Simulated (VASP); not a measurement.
# InSe (P1) in VASP: single point with PBEsol

Aim: the single point of InSe with PBEsol.

Everything below comes from runs of VASP 6.6.1. Logs are shortened: lines on timing, memory, paths and dates and some standing lists are left out, and cuts for length are marked.

**1. The cell of the first run**

The typed cell holds 4 atoms: a = 8.698 Å, b = 8.610 Å, c = 8.587 Å, α = 26.66°, β = 26.99°, γ = 26.72°.

**2. Single point, PBEsol (equal xy, yz and zx shear strains of +2 %)**

INCAR

```
SYSTEM = InSe
PREC = Accurate
ENCUT = 520
EDIFF = 1E-6
ISMEAR = -1
SIGMA = 0.01
LREAL = .FALSE.
LASPH = .TRUE.
NELM = 60
ALGO = Normal
ISIF = 2
LWAVE = .FALSE.
LCHARG = .FALSE.
GGA = PS
NBANDS = 27
```

KPOINTS

```
regular mesh
0
G
  7 7 7
  0 0 0
```

POSCAR

```
InSe
1.0
    2.0947133537      1.2578670330      8.3482169999
   -1.9052859469      1.2178670400      8.3082170069
    0.0600726933     -2.2262339730      8.2935759933
In Se
2 2
Direct
    0.0000000000      0.0000000000      0.0000000000
    0.1122000000      0.1122000000      0.1122000000
    0.6155000000      0.6155000000      0.6155000000
    0.8300000000      0.8300000000      0.8300000000
```

Potentials or basis: VASP PAW PBE potentials, release 64 (In_d, Se).

On the command line:

```sh
$ cat potpaw_PBE.64/In_d/POTCAR potpaw_PBE.64/Se/POTCAR > POTCAR
$ mpirun -np 1 vasp_std > vasp.out
```

OUTCAR:

```text
SYSTEM = InSe
   PREC = Accurate
   ENCUT = 520
   EDIFF = 1E-6
   ISMEAR = -1
   LREAL = .FALSE.
   LASPH = .TRUE.
   NELM = 60
   ISIF = 2
   GGA = PS

 ion  position               nearest neighbor table
   1  0.000  0.000  0.000-   3 2.63   3 2.63   3 2.66   2 2.80
   2  0.112  0.112  0.112-   4 2.61   4 2.62   4 2.69   1 2.80
   3  0.615  0.615  0.615-   1 2.63   1 2.63   1 2.66
   4  0.830  0.830  0.830-   2 2.61   2 2.62   2 2.69

  LATTYP: Found a triclinic cell.
 ALAT       =     3.9654357556
 B/A-ratio  =     1.0088170701
 C/A-ratio  =     2.1655582147
 COS(alpha) =     0.0140594702
 COS(beta)  =     0.2250632142
 COS(gamma) =     0.4868514561

  Lattice vectors:

 A1 = (   1.9653586402,  -3.4441010130,  -0.0146410136)
 A2 = (   3.9999993006,   0.0399999930,   0.0399999930)
 A3 = (   0.0600726933,  -2.2262339730,   8.2935759933)

Analysis of symmetry for initial positions (statically):
=====================================================================
 Subroutine PRICEL returns:
 Original cell was already a primitive cell.

 Routine SETGRP: Setting up the symmetry group for a
 triclinic supercell.

 Subroutine GETGRP returns: Found  1 space group operations
 (whereof  1 operations were pure point group operations)
 out of a pool of  2 trial point group operations.

The static configuration has the point symmetry C_1 .

Analysis of symmetry for dynamics (positions and initial velocities):
=====================================================================
 Subroutine PRICEL returns:
 Original cell was already a primitive cell.

 Routine SETGRP: Setting up the symmetry group for a
 triclinic supercell.

 Subroutine GETGRP returns: Found  1 space group operations
 (whereof  1 operations were pure point group operations)
 out of a pool of  2 trial point group operations.

The dynamic configuration has the point symmetry C_1 .

 Subroutine INISYM returns: Found  1 space group operations
 (whereof  1 operations are pure point group operations),
 and found     1 'primitive' translations

----------------------------------------------------------------------------------------

                                     Primitive cell

  volume of cell :     115.2048

  direct lattice vectors                    reciprocal lattice vectors
[... 89 lines left out ...]
   ENCUT  =  520.0 eV  38.22 Ry    6.18 a.u.  16.17 16.01 15.97*2*pi/ulx,y,z
   NELM   =     60;   NELMIN=  2; NELMDL= -5     # of ELM steps
   EDIFF  = 0.1E-05   stopping-criterion for ELM
   LREAL  =      F    real-space projection
   EDIFFG = 0.1E-04   stopping-criterion for IOM
   NSW    =      0    number of steps for IOM
   IBRION =     -1    ionic relax: 0-MD 1-quasi-New 2-CG
   NFREE  =      0    steps in history (QN), initial steepest desc. (CG)
   ISIF   =      2    stress and relaxation
   ISYM   =      2    0-nonsym 1-usesym 2-fastsym
   POTIM  = 0.5000    time-step for ionic-motion
   TEBEG  =    0.0;   TEEND  =   0.0 temperature during run
   PSTRESS=    0.0 pullay stress
   NELECT =      38.0000    total number of electrons
   NUPDOWN=      -1.0000    fix difference up-down
   EMIN   =  10.00;   EMAX   =-10.00  energy-range for DOS
   EFERMI =   0.00;   METHOD = LEGACY
   ISMEAR =    -1;   SIGMA  =   0.01  broadening in eV -4-tet -1-fermi 0-gaus
   EFERMI_NEDOS =   21; number of points for ismear=-14 and -15
   IALGO  =     38    algorithm
   IMIX   =      4    mixing-type and parameters
     AMIX     =   0.40;   BMIX     =  1.00
     AMIX_MAG =   1.60;   BMIX_MAG =  1.00
  volume/ion in A,a.u.               =      28.80       194.36
  Fermi-wavevector in a.u.,A,eV,Ry     =   1.131130  2.137526 17.408044  1.279455
  Thomas-Fermi vector in A             =   2.267828
   LORBIT       =      0    0 simple, 1 ext, 2 COOP (PROOUT), +10 PAW based schemes
   GGA     = PS    functional components
   LHFCALC =     F    Hartree Fock is set to
   AEXX    =    0.0000 exact exchange contribution
   IVDW    =     0    specifies the selected vdW correction
   LEPSILON=     F    determine dielectric tensor
   LRPA    =     F    only Hartree local field effects (RPA)
 non-spin polarized calculation
  energy-cutoff  :      520.00
  volume of cell :      115.20
 maximum number of plane-waves:      3131
 NGX is ok and might be reduce to    70
   NGX = 33   NGY = 31   NGZ = 31

 number of electron      38.0000001 magnetization

 Free energy of the ion-electron system (eV)
  ---------------------------------------------------
  ext. energy  EPLUGINS =         0.00000000
  ---------------------------------------------------
  free energy    TOTEN  =       -15.57663642 eV

  energy without entropy =      -15.57663642  energy(sigma->0) =      -15.57663642

 E-fermi :   4.2680     XC(G=0):  -9.1824

 val. band max:        3.9981352070   @ k =   0.4286  -0.4286   0.4286
 cond. band min:       4.6404392656   @ k =   0.4286   0.4286   0.4286
 fundamental gap:      0.6423040586
 Fermi energy:         4.2680236122

 k-point     1 :       0.0000    0.0000    0.0000
  band No.  band energies     occupation
      1     -10.6257      2.00000
      2     -10.4425      2.00000
      3     -10.4402      2.00000
      4     -10.3645      2.00000
      5     -10.3577      2.00000
      6     -10.3446      2.00000
[... 709 lines left out ...]
     26      10.6678      0.00000
     27      11.4064      0.00000

 [... further k-points ...]

------------------------ aborting loop because EDIFF is reached ----------------------------------------

  FORCE on cell =-STRESS in cart. coord.  units (eV):
  Direction    XX          YY          ZZ          XY          YZ          ZX
  --------------------------------------------------------------------------------------
  -------------------------------------------------------------------------------------
  Total        0.3962116      0.4332870     -0.0282168     -0.4941301     -0.5267809     -0.5431790
  in kB        5.5101987      6.0258139     -0.3924170     -6.8719728     -7.3260543     -7.5541059
  external PRESSURE =       3.7145319 kB  Pullay stress =       0.0000000 kB

 VOLUME and BASIS-vectors are now :
 -----------------------------------------------------------------------------
  energy-cutoff  :      520.00
  volume of cell :      115.20
      direct lattice vectors                 reciprocal lattice vectors
     2.094713354  1.257867033  8.348217000     0.248223279  0.141493530  0.036182976
    -1.905285947  1.217867040  8.308217007    -0.251875838  0.146445006  0.041134453
     0.060072693 -2.226233973  8.293575993     0.002461825 -0.289129271  0.042946819

 POSITION                                       TOTAL-FORCE (eV/Angst)
 -----------------------------------------------------------------------------------
      0.00000      0.00000      0.00000        -0.022491     -0.109421      0.174461
      0.02799      0.02799      2.79939         0.186875      0.100962     -0.189978
      0.15357      0.15357     15.35673         0.054642      0.144890     -0.030075
      0.20709      0.20709     20.70851        -0.219027     -0.136430      0.045592
 -----------------------------------------------------------------------------------
    total drift:                               -0.000441     -0.000014     -0.000015

  FREE ENERGIE OF THE ION-ELECTRON SYSTEM (eV)
  ---------------------------------------------------
  free  energy   TOTEN  =       -15.5766364181 eV

  energy  without entropy=      -15.5766364181  energy(sigma->0) =      -15.57663642
```

OSZICAR:

```text
N       E                     dE             d eps       ncg     rms          rms(c)
DAV:   1     0.337305355226E+03    0.33731E+03   -0.17230E+04  9296   0.155E+03
DAV:   2     0.242575801342E+02   -0.31305E+03   -0.30348E+03  9402   0.385E+02
DAV:   3    -0.142509364708E+02   -0.38509E+02   -0.37790E+02 11726   0.145E+02
DAV:   4    -0.159690081199E+02   -0.17181E+01   -0.17127E+01 11197   0.313E+01
DAV:   5    -0.160396771282E+02   -0.70669E-01   -0.70657E-01 14128   0.620E+00    0.654E+00
DAV:   6    -0.156108972076E+02    0.42878E+00   -0.82322E-01 13129   0.156E+01    0.395E+00
DAV:   7    -0.155799571580E+02    0.30940E-01   -0.32131E-01 13092   0.432E+00    0.113E+00
DAV:   8    -0.155765029717E+02    0.34542E-02   -0.28986E-02 14010   0.187E+00    0.551E-01
DAV:   9    -0.155765679584E+02   -0.64987E-04   -0.47955E-03 11581   0.501E-01    0.140E-01
DAV:  10    -0.155765853809E+02   -0.17423E-04   -0.31202E-04 12828   0.131E-01    0.704E-02
DAV:  11    -0.155766378956E+02   -0.52515E-04   -0.10706E-04 11903   0.963E-02    0.194E-02
DAV:  12    -0.155766338736E+02    0.40220E-05   -0.14453E-05 14041   0.443E-02    0.134E-02
DAV:  13    -0.155766359969E+02   -0.21233E-05   -0.34122E-06  8827   0.104E-02    0.670E-03
DAV:  14    -0.155766364181E+02   -0.42121E-06   -0.14152E-06  8099   0.161E-02
   1 F= -.15576636E+02 E0= -.15576636E+02  d E =-.970760E-14
```

stdout:

```text
POSCAR found type information on POSCAR InSe
 POSCAR found :  2 types and       4 ions
 scaLAPACK will be used
 -----------------------------------------------------------------------------
|                                                                             |
|                                                                             |
|     You enforced a specific xc type in the INCAR file but a different       |
|     I HOPE YOU KNOW WHAT YOU ARE DOING!                                     |
|                                                                             |
 -----------------------------------------------------------------------------

 LDA part: xc-table for (Slater+PW92), standard interpolation
 POSCAR, INCAR and KPOINTS ok, starting setup
 FFT: planning ... GRIDC
 FFT: planning ... GRID_SOFT
 FFT: planning ... GRID
 WAVECAR not read
 entering main loop
```

It took 51 min on 1 thread of Oxide Virtual Turin-like, shared host; peak memory 0.86 GiB.

Results:

* Free energy: -15.5766 eV
* Pressure: 0.4 GPa
* Largest force: 0.285 eV/Å
* Band gap on the k mesh: 0.64 eV (least direct gap 0.69 eV)

Forces on the atoms (eV/Å):
```
In  -0.022 -0.109  0.174
In   0.187  0.101 -0.190
Se   0.055  0.145 -0.030
Se  -0.219 -0.136  0.046
```

Stress tensor (GPa, compression positive):
```
 0.55 -0.69 -0.76
-0.69  0.60 -0.73
-0.76 -0.73 -0.04
```

Caveat: the cell differs from its parent crystal (equal xy, yz and zx shear strains of +2 %); the PAW data sets were made with another functional, which shifts forces and pressure a little; spin-orbit coupling is left out, which moves the levels of the heavy elements.
